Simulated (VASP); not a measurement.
# GdN (P4/nmm) in VASP: a series of runs

GdN is run at these levels: PBE, RPBE; tasks: single point.

Everything below comes from runs of VASP 6.6.1. Logs are shortened: lines on timing, memory, paths and dates and some standing lists are left out, and cuts for length are marked.

## Step 1: The cell of the first run

It takes space group P4/nmm (No. 129, tetragonal). The conventional cell has a = 4.307 Å, b = 4.307 Å, c = 3.616 Å, α = 90.00°, β = 90.00°, γ = 90.00°. Gd (site symmetry 4mm) has 4 N at 2.33 Å within 3.1 Å. Within 3.1 Å of N (site symmetry -4m2) lie 4 Gd at 2.33 Å and 4 N at 3.05 Å.

## Step 2: Single point, PBE, collinear spin, antiferromagnetic start (16.77 Å³/atom)

Contents of INCAR:

```
SYSTEM = GdN
ALGO = Normal
EDIFF = 1E-6
ENCUT = 520
GGA = PE
ISIF = 2
ISMEAR = 0
ISPIN = 2
LASPH = .True.
LCHARG = .False.
LMAXMIX = 6
LORBIT = 11
LREAL = .False.
LWAVE = .False.
MAGMOM = 7.43 -7.43 0 0
NBANDS = 35
NELM = 150
PREC = Accurate
SIGMA = 0.05
```

Contents of KPOINTS:

```
k-points
0
Gamma
  8 8 10
  0 0 0
```

Contents of POSCAR:

```
GdN
1.0
    4.3072058086      0.0000000000      0.0000000000
    0.0000000000      4.3072058086      0.0000000000
    0.0000000000      0.0000000000      3.6155434900
Gd N
2 2
Direct
    0.5000000000      0.0000000000      0.2426857074
    0.0000000000      0.5000000000      0.7573142783
    0.0000000000      0.0000000000      0.0000000072
    0.5000000000      0.5000000000      0.0000000072
```

Potentials or basis: VASP PAW PBE potentials, release 64 (Gd, N).

Command:

```bash
$ cat potpaw_PBE.64/Gd/POTCAR potpaw_PBE.64/N/POTCAR > POTCAR
$ mpirun -np 1 vasp_std > vasp.out
```

OUTCAR:

```text
SYSTEM = GdN
   EDIFF = 1E-6
   ENCUT = 520
   GGA = PE
   ISIF = 2
   ISMEAR = 0
   ISPIN = 2
   LASPH = .True.
   LORBIT = 11
   LREAL = .False.
   NELM = 150
   PREC = Accurate

 ion  position               nearest neighbor table
   1  0.500  0.000  0.243-   3 2.33   4 2.33   4 2.33   3 2.33   2 3.52   2 3.52   2 3.52   2 3.52

   2  0.000  0.500  0.757-   3 2.33   4 2.33   3 2.33   4 2.33   1 3.52   1 3.52   1 3.52   1 3.52

   3  0.000  0.000  0.000-   1 2.33   1 2.33   2 2.33   2 2.33
   4  0.500  0.500  0.000-   1 2.33   1 2.33   2 2.33   2 2.33

  LATTYP: Found a simple tetragonal cell.
 ALAT       =     4.3072058086
 C/A-ratio  =     0.8394173974

  Lattice vectors:

 A1 = (   4.3072058086,   0.0000000000,   0.0000000000)
 A2 = (   0.0000000000,   4.3072058086,   0.0000000000)
 A3 = (   0.0000000000,   0.0000000000,   3.6155434900)

Analysis of symmetry for initial positions (statically):
=====================================================================
 Subroutine PRICEL returns:
 Original cell was already a primitive cell.

 Routine SETGRP: Setting up the symmetry group for a
 simple tetragonal supercell.

 Subroutine GETGRP returns: Found 16 space group operations
 (whereof  8 operations were pure point group operations)
 out of a pool of 16 trial point group operations.

The static configuration has the point symmetry D_2d.
 The point group associated with its full space group is D_4h.

Analysis of symmetry for dynamics (positions and initial velocities):
=====================================================================
 Subroutine PRICEL returns:
 Original cell was already a primitive cell.

 Routine SETGRP: Setting up the symmetry group for a
 simple tetragonal supercell.

 Subroutine GETGRP returns: Found 16 space group operations
 (whereof  8 operations were pure point group operations)
 out of a pool of 16 trial point group operations.

The dynamic configuration has the point symmetry D_2d.
 The point group associated with its full space group is D_4h.

Analysis of structural, dynamic, and magnetic symmetry:
=====================================================================
 Subroutine PRICEL returns:
 Original cell was already a primitive cell.

 Routine SETGRP: Setting up the symmetry group for a
 simple tetragonal supercell.

 Subroutine GETGRP returns: Found 16 space group operations
 (whereof  8 operations were pure point group operations)
 out of a pool of 16 trial point group operations.

The overall configuration has the point symmetry D_2d.
 The point group associated with its full space group is D_4h.

 Subroutine INISYM returns: Found 16 space group operations
 (whereof  8 operations are pure point group operations),
 and found     1 'primitive' translations

----------------------------------------------------------------------------------------

                                     Primitive cell

  volume of cell :      67.0756

  direct lattice vectors                    reciprocal lattice vectors
     4.307205809  0.000000000  0.000000000     0.232169078  0.000000000  0.000000000
     0.000000000  4.307205809  0.000000000     0.000000000  0.232169078  0.000000000
     0.000000000  0.000000000  3.615543490     0.000000000  0.000000000  0.276583590

  length of vectors
     4.307205809  4.307205809  3.615543490     0.232169078  0.232169078  0.276583590

  position of ions in fractional coordinates (direct lattice)
     0.500000000  0.000000000  0.242685707
     0.000000000  0.500000000  0.757314278
     0.000000000  0.000000000  0.000000007
     0.500000000  0.500000000  0.000000007

  ion indices of the primitive-cell ions
   primitive index   ion index
                 1           1
                 2           2
                 3           3
                 4           4

----------------------------------------------------------------------------------------

 KPOINTS: k-points

Automatic generation of k-mesh.
 Grid dimensions read from file:
 generate k-points for:    8    8   10

 Generating k-lattice:

  Cartesian coordinates                     Fractional coordinates (reciprocal lattice)
     0.029021135  0.000000000  0.000000000     0.125000000  0.000000000  0.000000000
     0.000000000  0.029021135  0.000000000     0.000000000  0.125000000  0.000000000
     0.000000000  0.000000000  0.027658359     0.000000000  0.000000000  0.100000000

  Length of vectors
     0.029021135  0.029021135  0.027658359

  Shift w.r.t. Gamma in fractional coordinates (k-lattice)
     0.000000000  0.000000000  0.000000000

 Subroutine IBZKPT returns following result:
 ===========================================

 Found     90 irreducible k-points:

 Following reciprocal coordinates:
            Coordinates               Weight
  0.000000  0.000000  0.000000      1.000000
  0.125000  0.000000  0.000000      4.000000
  0.250000  0.000000  0.000000      4.000000
  0.375000  0.000000  0.000000      4.000000
  0.500000  0.000000  0.000000      2.000000
  0.125000  0.125000  0.000000      4.000000
[... 16 lines left out ...]
  0.375000  0.125000  0.100000     16.000000
  0.500000  0.125000  0.100000      8.000000
 [... further k-points ...]
   k-points           NKPTS =     90   k-points in BZ     NKDIM =     90   number of bands    NBANDS=     35
   number of dos      NEDOS =    301   number of ions     NIONS =      4
   total plane-waves  NPLWV =  28672
   dimension x,y,z NGX =    32 NGY =   32 NGZ =   28
   dimension x,y,z NGXF=    64 NGYF=   64 NGZF=   56
   ions per type =               2   2
   NGX,Y,Z   is equivalent  to a cutoff of  12.35, 12.35, 12.87 a.u.
   NGXF,Y,Z  is equivalent  to a cutoff of  24.70, 24.70, 25.75 a.u.
 SYSTEM =  GdN
   PREC   = accura    normal or accurate (medium, high low for compatibility)
   ISTART =      0    job   : 0-new  1-cont  2-samecut
   ICHARG =      2    charge: 1-file 2-atom 10-const
   ISPIN  =      2    spin polarized calculation?
   LNONCOLLINEAR =      F non collinear calculations
   LSORBIT =      F    spin-orbit coupling
   LASPH  =      T    aspherical Exc in radial PAW
   ENCUT  =  520.0 eV  38.22 Ry    6.18 a.u.   8.01  8.01  6.72*2*pi/ulx,y,z
   NELM   =    150;   NELMIN=  2; NELMDL= -5     # of ELM steps
   EDIFF  = 0.1E-05   stopping-criterion for ELM
   LREAL  =      F    real-space projection
   EDIFFG = 0.1E-04   stopping-criterion for IOM
   NSW    =      0    number of steps for IOM
   IBRION =     -1    ionic relax: 0-MD 1-quasi-New 2-CG
   NFREE  =      0    steps in history (QN), initial steepest desc. (CG)
   ISIF   =      2    stress and relaxation
   ISYM   =      2    0-nonsym 1-usesym 2-fastsym
   POTIM  = 0.5000    time-step for ionic-motion
   TEBEG  =    0.0;   TEEND  =   0.0 temperature during run
   PSTRESS=    0.0 pullay stress
   NELECT =      46.0000    total number of electrons
   NUPDOWN=      -1.0000    fix difference up-down
   EMIN   =  10.00;   EMAX   =-10.00  energy-range for DOS
   EFERMI =   0.00;   METHOD = LEGACY
   ISMEAR =     0;   SIGMA  =   0.05  broadening in eV -4-tet -1-fermi 0-gaus
   EFERMI_NEDOS =   21; number of points for ismear=-14 and -15
   IALGO  =     38    algorithm
   IMIX   =      4    mixing-type and parameters
     AMIX     =   0.40;   BMIX     =  1.00
     AMIX_MAG =   1.60;   BMIX_MAG =  1.00
  volume/ion in A,a.u.               =      16.77       113.16
  Fermi-wavevector in a.u.,A,eV,Ry     =   1.443685  2.728169 28.357628  2.084227
  Thomas-Fermi vector in A             =   2.562065
   LORBIT       =     11    0 simple, 1 ext, 2 COOP (PROOUT), +10 PAW based schemes
   GGA     = PE    functional components
   LHFCALC =     F    Hartree Fock is set to
   AEXX    =    0.0000 exact exchange contribution
   IVDW    =     0    specifies the selected vdW correction
   LEPSILON=     F    determine dielectric tensor
   LRPA    =     F    only Hartree local field effects (RPA)
 spin polarized calculation
 Gauss-broadening in eV      SIGMA  =   0.05
  energy-cutoff  :      520.00
  volume of cell :       67.08
 maximum number of plane-waves:      1828
   NGX = 17   NGY = 17   NGZ = 13

 number of electron      46.0000000 magnetization       0.0000000

 number of electron      45.9999966 magnetization      -0.0000000

 Free energy of the ion-electron system (eV)
  ---------------------------------------------------
  ext. energy  EPLUGINS =         0.00000000
  ---------------------------------------------------
  free energy    TOTEN  =       -44.97466502 eV

  energy without entropy =      -44.97466502  energy(sigma->0) =      -44.97466502

 E-fermi :   3.7416     XC(G=0): -11.0472

 val. band max:        3.5254921472   @ k =   0.2500   0.2500   0.0000
 cond. band min:       4.2943773221   @ k =   0.0000   0.0000   0.0000
 fundamental gap:      0.7688851749
 Fermi energy:         3.7416409897

 spin component 1

 k-point     1 :       0.0000    0.0000    0.0000
  band No.  band energies     occupation
      1     -40.2164      1.00000
      2     -37.1257      1.00000
      3     -17.7279      1.00000
      4     -17.7148      1.00000
      5     -17.7148      1.00000
      6     -15.5491      1.00000
[... 27 lines left out ...]
     34       8.2451      0.00000
     35       8.2451      0.00000

 k-point     2 :       0.1250    0.0000    0.0000
  band No.  band energies     occupation
      1     -40.2158      1.00000
      2     -37.1253      1.00000
      3     -17.7519      1.00000
      4     -17.7155      1.00000
      5     -17.7077      1.00000
      6     -15.5949      1.00000
[... 27 lines left out ...]
     34       8.1256      0.00000
     35       8.2014      0.00000
[... 796 lines left out ...]
     34       7.2848      0.00000
     35       8.1506      0.00000

 k-point    24 :       0.5000    0.1250    0.1000
  band No.  band energies     occupation
      1     -40.2097      1.00000
      2     -37.1197      1.00000
      3     -17.9226      1.00000
      4     -17.7617      1.00000
      5     -17.6942      1.00000
      6     -15.8703      1.00000
[... 27 lines left out ...]
     34       7.0938      0.00000
     35       8.2058      0.00000

 [... further k-points ...]

 spin component 2

 k-point     1 :       0.0000    0.0000    0.0000
  band No.  band energies     occupation
      1     -40.2164      1.00000
      2     -37.1257      1.00000
      3     -17.7279      1.00000
      4     -17.7148      1.00000
      5     -17.7148      1.00000
      6     -15.5491      1.00000
[... 27 lines left out ...]
     34       8.2451      0.00000
     35       8.2451      0.00000

 k-point     2 :       0.1250    0.0000    0.0000
  band No.  band energies     occupation
      1     -40.2158      1.00000
      2     -37.1253      1.00000
      3     -17.7519      1.00000
      4     -17.7155      1.00000
      5     -17.7077      1.00000
      6     -15.5949      1.00000
[... 27 lines left out ...]
     34       8.1255      0.00000
     35       8.2014      0.00000
[... 796 lines left out ...]
     34       7.2848      0.00000
     35       8.1506      0.00000

 k-point    24 :       0.5000    0.1250    0.1000
  band No.  band energies     occupation
      1     -40.2097      1.00000
      2     -37.1197      1.00000
      3     -17.9226      1.00000
      4     -17.7617      1.00000
      5     -17.6942      1.00000
      6     -15.8703      1.00000
[... 27 lines left out ...]
     34       7.0938      0.00000
     35       8.2048      0.00000

 [... further k-points ...]

------------------------ aborting loop because EDIFF is reached ----------------------------------------

  FORCE on cell =-STRESS in cart. coord.  units (eV):
  Direction    XX          YY          ZZ          XY          YZ          ZX
  --------------------------------------------------------------------------------------
  -------------------------------------------------------------------------------------
  Total       -0.2582436     -0.2582436     -0.3685901      0.0000000      0.0000000      0.0000000
  in kB       -6.1684389     -6.1684389     -8.8041904      0.0000000      0.0000000      0.0000000
  external PRESSURE =      -7.0470227 kB  Pullay stress =       0.0000000 kB

 VOLUME and BASIS-vectors are now :
 -----------------------------------------------------------------------------
  energy-cutoff  :      520.00
  volume of cell :       67.08
      direct lattice vectors                 reciprocal lattice vectors
     4.307205809  0.000000000  0.000000000     0.232169078  0.000000000  0.000000000
     0.000000000  4.307205809  0.000000000     0.000000000  0.232169078  0.000000000
     0.000000000  0.000000000  3.615543490     0.000000000  0.000000000  0.276583590

 POSITION                                       TOTAL-FORCE (eV/Angst)
 -----------------------------------------------------------------------------------
      2.15360      0.00000      0.87744         0.000000      0.000000      0.017863
      0.00000      2.15360      2.73810        -0.000000     -0.000000     -0.017863
      0.00000      0.00000      0.00000        -0.000000      0.000000      0.000000
      2.15360      2.15360      0.00000        -0.000000     -0.000000      0.000000
 -----------------------------------------------------------------------------------
    total drift:                                0.000000      0.000000      0.000083

  FREE ENERGIE OF THE ION-ELECTRON SYSTEM (eV)
  ---------------------------------------------------
  free  energy   TOTEN  =       -44.9746650242 eV

  energy  without entropy=      -44.9746650242  energy(sigma->0) =      -44.97466502

 total charge

# of ion       s       p       d       f       tot
--------------------------------------------------
    1        2.037   5.624   0.594   7.044  15.299
    2        2.037   5.624   0.594   7.044  15.299
    3        1.266   2.381   0.000   0.000   3.646
    4        1.266   2.381   0.000   0.000   3.646
--------------------------------------------------
tot          6.606  16.010   1.188  14.089  37.892

 magnetization (x)

# of ion       s       p       d       f       tot
--------------------------------------------------
    1       -0.003  -0.080   0.059   6.763   6.739
    2        0.003   0.080  -0.059  -6.763  -6.739
    3        0.000   0.000   0.000   0.000   0.000
    4        0.000   0.000   0.000   0.000   0.000
--------------------------------------------------
tot          0.000   0.000   0.000   0.000   0.000
```

It took 11 min on 1 thread of Intel Xeon 6975P-C (Granite Rapids), shared host; peak memory 0.44 GiB.

Results:

| Property | Result |
| --- | --- |
| Free energy | -44.9747 eV |
| Pressure | -0.7 GPa |
| Largest force | 0.018 eV/Å |
| Band gap on the k mesh | 0.77 eV (least direct gap 1.01 eV) |
| Net moment | 0.00 μB per cell |
| Site moments | Gd +6.74, -6.74; N +0.00 μB |
| Valence electrons inside the program's atomic spheres | Gd 15.30; N 3.65 |

Forces in eV/Å, atoms in the order of the input:
```
Gd   0.000  0.000  0.018
Gd   0.000  0.000 -0.018
N    0.000  0.000  0.000
N    0.000  0.000  0.000
```

Stress tensor (GPa, compression positive):
```
-0.62  0.00  0.00
 0.00 -0.62  0.00
 0.00  0.00 -0.88
```

Caveat: spin-orbit coupling is left out, which moves the levels of the heavy elements; semilocal functionals describe open f shells poorly, which spoils levels, moments and volumes. A k mesh can miss the band edges.

(Part 1 of 2 ends here.)
